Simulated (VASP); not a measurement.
# SnGe2 (Fm-3m) in VASP: further runs, part 2 of 2

VASP 6.6.1. The steps go on from the part before.

### Step 4. Single point, LDA

This run uses another cell than the first one, of 19.50 Å³/atom, 0.807 times its volume.

INCAR

```
SYSTEM = SnGe2
ALGO = Normal
EDIFF = 1E-6
ENCUT = 520
ISIF = 2
ISMEAR = -1
LASPH = .True.
LCHARG = .False.
LREAL = .False.
LWAVE = .False.
NBANDS = 28
NELM = 80
PREC = Accurate
SIGMA = 0.15
```

KPOINTS

```
k-points
0
Gamma
  12 12 12
  0 0 0
```

POSCAR

```
SnGe2
1.0
    0.0000000000      3.0810973393      3.0810973393
    3.0810973393      0.0000000000      3.0810973393
    3.0810973393      3.0810973393      0.0000000000
Sn Ge
1 2
Direct
    0.0000000000      0.0000000000      0.0000000000
    0.7500000000      0.7500000000      0.7500000000
    0.2500000000      0.2500000000      0.2500000000
```

Potentials or basis: VASP PAW LDA potentials, release 64 (Sn_d, Ge_d).

On the command line:

```console
cat potpaw_LDA.64/Sn_d/POTCAR potpaw_LDA.64/Ge_d/POTCAR > POTCAR
mpirun -np 1 vasp_std > vasp.out
```

OUTCAR:

```text
SYSTEM = SnGe2
   EDIFF = 1E-6
   ENCUT = 520
   ISIF = 2
   ISMEAR = -1
   LASPH = .True.
   LREAL = .False.
   NELM = 80
   PREC = Accurate

 ion  position               nearest neighbor table
   1  0.000  0.000  0.000-   2 2.67   3 2.67   2 2.67   2 2.67   2 2.67   3 2.67   3 2.67   3 2.67

   2  0.750  0.750  0.750-   1 2.67   1 2.67   1 2.67   1 2.67
   3  0.250  0.250  0.250-   1 2.67   1 2.67   1 2.67   1 2.67

  LATTYP: Found a face centered cubic cell.
 ALAT       =     6.1621946786

  Lattice vectors:

 A1 = (   0.0000000000,   3.0810973393,   3.0810973393)
 A2 = (   3.0810973393,   0.0000000000,   3.0810973393)
 A3 = (   3.0810973393,   3.0810973393,   0.0000000000)

Analysis of symmetry for initial positions (statically):
=====================================================================
 Subroutine PRICEL returns:
 Original cell was already a primitive cell.

 Routine SETGRP: Setting up the symmetry group for a
 face centered cubic supercell.

 Subroutine GETGRP returns: Found 48 space group operations
 (whereof 48 operations were pure point group operations)
 out of a pool of 48 trial point group operations.

The static configuration has the point symmetry O_h .

Analysis of symmetry for dynamics (positions and initial velocities):
=====================================================================
 Subroutine PRICEL returns:
 Original cell was already a primitive cell.

 Routine SETGRP: Setting up the symmetry group for a
 face centered cubic supercell.

 Subroutine GETGRP returns: Found 48 space group operations
 (whereof 48 operations were pure point group operations)
 out of a pool of 48 trial point group operations.

The dynamic configuration has the point symmetry O_h .

 Subroutine INISYM returns: Found 48 space group operations
 (whereof 48 operations are pure point group operations),
[... 106 lines left out ...]
   POTIM  = 0.5000    time-step for ionic-motion
   TEBEG  =    0.0;   TEEND  =   0.0 temperature during run
   PSTRESS=    0.0 pullay stress
   NELECT =      42.0000    total number of electrons
   NUPDOWN=      -1.0000    fix difference up-down
   EMIN   =  10.00;   EMAX   =-10.00  energy-range for DOS
   EFERMI =   0.00;   METHOD = LEGACY
   ISMEAR =    -1;   SIGMA  =   0.15  broadening in eV -4-tet -1-fermi 0-gaus
   EFERMI_NEDOS =   21; number of points for ismear=-14 and -15
   IALGO  =     38    algorithm
   IMIX   =      4    mixing-type and parameters
     AMIX     =   0.40;   BMIX     =  1.00
     AMIX_MAG =   1.60;   BMIX_MAG =  1.00
  volume/ion in A,a.u.               =      19.50       131.59
  Fermi-wavevector in a.u.,A,eV,Ry     =   1.465916  2.770180 29.237704  2.148911
  Thomas-Fermi vector in A             =   2.581716
   LORBIT       =      0    0 simple, 1 ext, 2 COOP (PROOUT), +10 PAW based schemes
   GGA     = CA    functional components
   LHFCALC =     F    Hartree Fock is set to
   AEXX    =    0.0000 exact exchange contribution
   IVDW    =     0    specifies the selected vdW correction
   LEPSILON=     F    determine dielectric tensor
   LRPA    =     F    only Hartree local field effects (RPA)
 non-spin polarized calculation
  energy-cutoff  :      520.00
  volume of cell :       58.50
 maximum number of plane-waves:      1604
   NGX = 17   NGY = 17   NGZ = 17

 number of electron      41.9999968 magnetization

 Free energy of the ion-electron system (eV)
  ---------------------------------------------------
  ext. energy  EPLUGINS =         0.00000000
  ---------------------------------------------------
  free energy    TOTEN  =       -13.07920779 eV

  energy without entropy =      -12.97542194  energy(sigma->0) =      -13.02731486

 E-fermi :   8.4701     XC(G=0): -11.4953

 val. band max:        8.4504916823   @ k =   0.1667   0.1667   0.0000
 cond. band min:       8.5271038028   @ k =   0.3333   0.1667   0.0000
 fundamental gap:      0.0766121205
 Fermi energy:         8.4701377332

 k-point     1 :       0.0000    0.0000    0.0000
  band No.  band energies     occupation
      1     -16.5956      2.00000
      2     -16.5956      2.00000
      3     -16.5715      2.00000
      4     -16.5715      2.00000
      5     -16.5715      2.00000
      6     -16.5282      2.00000
[... 733 lines left out ...]
     27      16.4689      0.00000
     28      17.8886      0.00000

 [... further k-points ...]
[... 5 lines left out ...]
  --------------------------------------------------------------------------------------
  -------------------------------------------------------------------------------------
  Total        7.3447831      7.3447831      7.3447831      0.0000000      0.0000000      0.0000000
  in kB      201.1607779    201.1607779    201.1607779      0.0000000      0.0000000      0.0000000
  external PRESSURE =     201.1607779 kB  Pullay stress =       0.0000000 kB

 VOLUME and BASIS-vectors are now :
 -----------------------------------------------------------------------------
  energy-cutoff  :      520.00
  volume of cell :       58.50
      direct lattice vectors                 reciprocal lattice vectors
     0.000000000  3.081097339  3.081097339    -0.162279845  0.162279845  0.162279845
     3.081097339  0.000000000  3.081097339     0.162279845 -0.162279845  0.162279845
     3.081097339  3.081097339  0.000000000     0.162279845  0.162279845 -0.162279845

 POSITION                                       TOTAL-FORCE (eV/Angst)
 -----------------------------------------------------------------------------------
      0.00000      0.00000      0.00000         0.000000     -0.000000      0.000000
      4.62165      4.62165      4.62165        -0.000000      0.000000     -0.000000
      1.54055      1.54055      1.54055         0.000000     -0.000000      0.000000
 -----------------------------------------------------------------------------------
    total drift:                                0.000000     -0.000000      0.000000

  FREE ENERGIE OF THE ION-ELECTRON SYSTEM (eV)
  ---------------------------------------------------
  free  energy   TOTEN  =       -13.0792077875 eV

  energy  without entropy=      -12.9754219379  energy(sigma->0) =      -13.02731486
```

Run time: 28 s. Hardware: 1 thread of Intel Xeon 6975P-C (Granite Rapids), shared host; peak memory 0.22 GiB.

Results:

- Free energy: -13.0792 eV
- Pressure: 20.1 GPa
- Band gap on the k mesh: zero (band 21 reaches 9.35 eV, above the bottom of band 22 at 7.21 eV)

Caveat: spin-orbit coupling is left out, which moves the levels of the heavy elements.

### Step 5. Single point, LDA

This run uses another cell than the first one, of 20.82 Å³/atom, 0.861 times its volume.

INCAR

```
ALGO = Normal ; EDIFF = 1E-7
ENCUT = 520 ; ISIF = 2
ISMEAR = -1 ; LASPH = True
LCHARG = False ; LREAL = False
LWAVE = False ; NBANDS = 28
NELM = 100 ; PREC = Accurate
SIGMA = 0.15
```

KPOINTS

```
k-points
0
Gamma
  12 12 12
```

POSCAR

```
SnGe2
1.0
    0.0000000000      3.1489986282      3.1489986282
    3.1489986282      0.0000000000      3.1489986282
    3.1489986282      3.1489986282      0.0000000000
Sn Ge
1 2
Direct
    0.0000000000      0.0000000000      0.0000000000
    0.7500000000      0.7500000000      0.7500000000
    0.2500000000      0.2500000000      0.2500000000
```

Potentials or basis: VASP PAW LDA potentials, release 64 (Sn_d, Ge_d).

On the command line:

```console
cat potpaw_LDA.64/Sn_d/POTCAR potpaw_LDA.64/Ge_d/POTCAR > POTCAR
mpirun -np 1 vasp_std > vasp.out
```

OUTCAR:

```text
EDIFF = 1E-7
   ENCUT = 520
   ISIF = 2
   ISMEAR = -1
   LASPH = True
   LREAL = False
   NELM = 100
   PREC = Accurate

 ion  position               nearest neighbor table
   1  0.000  0.000  0.000-   2 2.73   2 2.73   2 2.73   2 2.73   3 2.73   3 2.73   3 2.73   3 2.73

   2  0.750  0.750  0.750-   1 2.73   1 2.73   1 2.73   1 2.73
   3  0.250  0.250  0.250-   1 2.73   1 2.73   1 2.73   1 2.73

  LATTYP: Found a face centered cubic cell.
 ALAT       =     6.2979972564

  Lattice vectors:

 A1 = (   0.0000000000,   3.1489986282,   3.1489986282)
 A2 = (   3.1489986282,   0.0000000000,   3.1489986282)
 A3 = (   3.1489986282,   3.1489986282,   0.0000000000)

Analysis of symmetry for initial positions (statically):
=====================================================================
 Subroutine PRICEL returns:
 Original cell was already a primitive cell.

 Routine SETGRP: Setting up the symmetry group for a
 face centered cubic supercell.

 Subroutine GETGRP returns: Found 48 space group operations
 (whereof 48 operations were pure point group operations)
 out of a pool of 48 trial point group operations.

The static configuration has the point symmetry O_h .

Analysis of symmetry for dynamics (positions and initial velocities):
=====================================================================
 Subroutine PRICEL returns:
 Original cell was already a primitive cell.

 Routine SETGRP: Setting up the symmetry group for a
 face centered cubic supercell.

 Subroutine GETGRP returns: Found 48 space group operations
 (whereof 48 operations were pure point group operations)
 out of a pool of 48 trial point group operations.

The dynamic configuration has the point symmetry O_h .

 Subroutine INISYM returns: Found 48 space group operations
 (whereof 48 operations are pure point group operations),
 and found     1 'primitive' translations

----------------------------------------------------------------------------------------

                                     Primitive cell

  volume of cell :      62.4522

  direct lattice vectors                    reciprocal lattice vectors
     0.000000000  3.148998628  3.148998628    -0.158780634  0.158780634  0.158780634
     3.148998628  0.000000000  3.148998628     0.158780634 -0.158780634  0.158780634
     3.148998628  3.148998628  0.000000000     0.158780634  0.158780634 -0.158780634

  length of vectors
     4.453356568  4.453356568  4.453356568     0.275016126  0.275016126  0.275016126

  position of ions in fractional coordinates (direct lattice)
     0.000000000  0.000000000  0.000000000
     0.750000000  0.750000000  0.750000000
     0.250000000  0.250000000  0.250000000

  ion indices of the primitive-cell ions
   primitive index   ion index
                 1           1
                 2           2
                 3           3

----------------------------------------------------------------------------------------

 KPOINTS: k-points

Automatic generation of k-mesh.
 Grid dimensions read from file:
 generate k-points for:   12   12   12

 Generating k-lattice:

  Cartesian coordinates                     Fractional coordinates (reciprocal lattice)
    -0.013231720  0.013231720  0.013231720     0.083333333  0.000000000  0.000000000
     0.013231720 -0.013231720  0.013231720     0.000000000  0.083333333  0.000000000
     0.013231720  0.013231720 -0.013231720     0.000000000  0.000000000  0.083333333

  Length of vectors
     0.022918011  0.022918011  0.022918011

  Shift w.r.t. Gamma in fractional coordinates (k-lattice)
     0.000000000  0.000000000  0.000000000

 Subroutine IBZKPT returns following result:
 ===========================================

 Found     72 irreducible k-points:

 Following reciprocal coordinates:
            Coordinates               Weight
  0.000000  0.000000  0.000000      1.000000
  0.083333  0.000000  0.000000      8.000000
  0.166667  0.000000  0.000000      8.000000
  0.250000  0.000000  0.000000      8.000000
  0.333333  0.000000  0.000000      8.000000
  0.416667  0.000000  0.000000      8.000000
[... 16 lines left out ...]
  0.500000  0.166667  0.000000     24.000000
 -0.416667  0.166667  0.000000     24.000000
 [... further k-points ...]
   k-points           NKPTS =     72   k-points in BZ     NKDIM =     72   number of bands    NBANDS=     28
   number of dos      NEDOS =    301   number of ions     NIONS =      3
   total plane-waves  NPLWV =  46656
   dimension x,y,z NGX =    36 NGY =   36 NGZ =   36
   dimension x,y,z NGXF=    72 NGYF=   72 NGZF=   72
   ions per type =               1   2
   NGX,Y,Z   is equivalent  to a cutoff of  13.44, 13.44, 13.44 a.u.
   NGXF,Y,Z  is equivalent  to a cutoff of  26.88, 26.88, 26.88 a.u.
 SYSTEM =  unknown system
   PREC   = accura    normal or accurate (medium, high low for compatibility)
   ISTART =      0    job   : 0-new  1-cont  2-samecut
   ICHARG =      2    charge: 1-file 2-atom 10-const
   ISPIN  =      1    spin polarized calculation?
   LNONCOLLINEAR =      F non collinear calculations
   LSORBIT =      F    spin-orbit coupling
   LASPH  =      T    aspherical Exc in radial PAW
   ENCUT  =  520.0 eV  38.22 Ry    6.18 a.u.   8.28  8.28  8.28*2*pi/ulx,y,z
   NELM   =    100;   NELMIN=  2; NELMDL= -5     # of ELM steps
   EDIFF  = 0.1E-06   stopping-criterion for ELM
   LREAL  =      F    real-space projection
   EDIFFG = 0.1E-05   stopping-criterion for IOM
   NSW    =      0    number of steps for IOM
   IBRION =     -1    ionic relax: 0-MD 1-quasi-New 2-CG
   NFREE  =      0    steps in history (QN), initial steepest desc. (CG)
   ISIF   =      2    stress and relaxation
   ISYM   =      2    0-nonsym 1-usesym 2-fastsym
   POTIM  = 0.5000    time-step for ionic-motion
   TEBEG  =    0.0;   TEEND  =   0.0 temperature during run
   PSTRESS=    0.0 pullay stress
   NELECT =      42.0000    total number of electrons
   NUPDOWN=      -1.0000    fix difference up-down
   EMIN   =  10.00;   EMAX   =-10.00  energy-range for DOS
   EFERMI =   0.00;   METHOD = LEGACY
   ISMEAR =    -1;   SIGMA  =   0.15  broadening in eV -4-tet -1-fermi 0-gaus
   EFERMI_NEDOS =   21; number of points for ismear=-14 and -15
   IALGO  =     38    algorithm
   IMIX   =      4    mixing-type and parameters
     AMIX     =   0.40;   BMIX     =  1.00
     AMIX_MAG =   1.60;   BMIX_MAG =  1.00
  volume/ion in A,a.u.               =      20.82       140.48
  Fermi-wavevector in a.u.,A,eV,Ry     =   1.434307  2.710447 27.990404  2.057237
  Thomas-Fermi vector in A             =   2.553730
   LORBIT       =      0    0 simple, 1 ext, 2 COOP (PROOUT), +10 PAW based schemes
   GGA     = CA    functional components
   LHFCALC =     F    Hartree Fock is set to
   AEXX    =    0.0000 exact exchange contribution
   IVDW    =     0    specifies the selected vdW correction
   LEPSILON=     F    determine dielectric tensor
   LRPA    =     F    only Hartree local field effects (RPA)
 non-spin polarized calculation
  energy-cutoff  :      520.00
  volume of cell :       62.45
 maximum number of plane-waves:      1701
 NGX is ok and might be reduce to    36
   NGX = 17   NGY = 17   NGZ = 17

 number of electron      41.9999981 magnetization

 Free energy of the ion-electron system (eV)
  ---------------------------------------------------
  ext. energy  EPLUGINS =         0.00000000
  ---------------------------------------------------
  free energy    TOTEN  =       -13.47451630 eV

  energy without entropy =      -13.36628304  energy(sigma->0) =      -13.42039967

 E-fermi :   7.6438     XC(G=0): -11.1638

 val. band max:        7.6373662888   @ k =   0.4167   0.2500   0.0833
 cond. band min:       7.6730718971   @ k =   0.1667   0.0833   0.0000
 fundamental gap:      0.0357056083
 Fermi energy:         7.6438443120

 k-point     1 :       0.0000    0.0000    0.0000
  band No.  band energies     occupation
      1     -17.3442      2.00000
      2     -17.3442      2.00000
      3     -17.3256      2.00000
      4     -17.3256      2.00000
      5     -17.3256      2.00000
      6     -17.2906      2.00000
[... 20 lines left out ...]
     27      10.8651      0.00000
     28      13.5979      0.00000

 k-point     2 :       0.0833    0.0000    0.0000
  band No.  band energies     occupation
      1     -17.3424      2.00000
      2     -17.3424      2.00000
      3     -17.3259      2.00000
      4     -17.3251      2.00000
      5     -17.3251      2.00000
      6     -17.2911      2.00000
[... 674 lines left out ...]
 k-point    24 :      -0.4167    0.1667    0.0000
  band No.  band energies     occupation
      1     -17.3175      2.00000
      2     -17.3144      2.00000
      3     -17.3116      2.00000
      4     -17.3109      2.00000
      5     -17.3080      2.00000
      6     -17.3043      2.00000
[... 20 lines left out ...]
     27      15.2197      0.00000
     28      16.6267      0.00000

 [... further k-points ...]
[... 5 lines left out ...]
  --------------------------------------------------------------------------------------
  -------------------------------------------------------------------------------------
  Total        4.7327711      4.7327711      4.7327711     -0.0000000      0.0000000     -0.0000000
  in kB      121.4167691    121.4167691    121.4167691     -0.0000000      0.0000000     -0.0000000
  external PRESSURE =     121.4167691 kB  Pullay stress =       0.0000000 kB

 VOLUME and BASIS-vectors are now :
 -----------------------------------------------------------------------------
  energy-cutoff  :      520.00
  volume of cell :       62.45
      direct lattice vectors                 reciprocal lattice vectors
     0.000000000  3.148998628  3.148998628    -0.158780634  0.158780634  0.158780634
     3.148998628  0.000000000  3.148998628     0.158780634 -0.158780634  0.158780634
     3.148998628  3.148998628  0.000000000     0.158780634  0.158780634 -0.158780634

 POSITION                                       TOTAL-FORCE (eV/Angst)
 -----------------------------------------------------------------------------------
      0.00000      0.00000      0.00000        -0.000000     -0.000000     -0.000000
      4.72350      4.72350      4.72350        -0.000000     -0.000000      0.000000
      1.57450      1.57450      1.57450         0.000000      0.000000      0.000000
 -----------------------------------------------------------------------------------
    total drift:                                0.000000      0.000000      0.000000

  FREE ENERGIE OF THE ION-ELECTRON SYSTEM (eV)
  ---------------------------------------------------
  free  energy   TOTEN  =       -13.4745163036 eV

  energy  without entropy=      -13.3662830434  energy(sigma->0) =      -13.42039967
```

stdout:

```text
POSCAR found type information on POSCAR SnGe
 POSCAR found :  2 types and       3 ions
 scaLAPACK will be used
 LDA part: xc-table for (Slater(with rela. corr.)+CA(PZ))
 , standard interpolation
 POSCAR, INCAR and KPOINTS ok, starting setup
 FFT: planning ... GRIDC
 FFT: planning ... GRID_SOFT
 FFT: planning ... GRID
 WAVECAR not read
 entering main loop
```

It took 45 s on 1 thread of Intel Xeon 6975P-C (Granite Rapids), shared host; peak memory 0.25 GiB.

What came out:

| Property | Result |
| --- | --- |
| Free energy | -13.4745 eV |
| Pressure | 12.1 GPa |
| Band gap on the k mesh | zero (band 21 reaches 8.46 eV, above the bottom of band 22 at 6.46 eV) |

Levels at points of the mesh, in eV from the Fermi level:
```tsv
k point	band 19	band 20	band 21	band 22	band 23	band 24
(0.00, 0.00, 0.00)	-1.57	-1.57	-0.88	-0.88	-0.88	-0.77
(0.50, 0.00, 0.00)	-2.95	-2.95	-0.71	-0.71	-0.71	4.97
(0.50, 0.50, 0.00)	-4.96	-4.96	-1.09	4.03	4.03	5.27
```

Caveat: spin-orbit coupling is left out, which moves the levels of the heavy elements.

### Step 6. The runs side by side

| task | cell | cutoff (eV) | gap on the mesh (eV) | pressure (GPa) |
| --- | --- | --- | --- | --- |
| single point | a = 4.681 Å, angles 60.0°, 3 atoms | 520 | none | 0.1 |
| relaxation of cell and atoms | relaxed from a = 4.678 Å, angles 60.0°, 3 atoms | 600 | none | 0.0 |
| single point | a = 4.357 Å, angles 60.0°, 3 atoms | 520 | none | 20.1 |
| single point | a = 4.453 Å, angles 60.0°, 3 atoms | 520 | none | 12.1 |

Alike in all rows: level LDA; potentials or basis VASP PAW LDA potentials, release 64 (Sn_d, Ge_d); no spin polarisation; k mesh 12 × 12 × 12; smearing fermi-dirac 0.15 eV.

Caveats: spin-orbit coupling is left out, which moves the levels of the heavy elements.

Absolute energies hang on the potentials; compare differences alone.
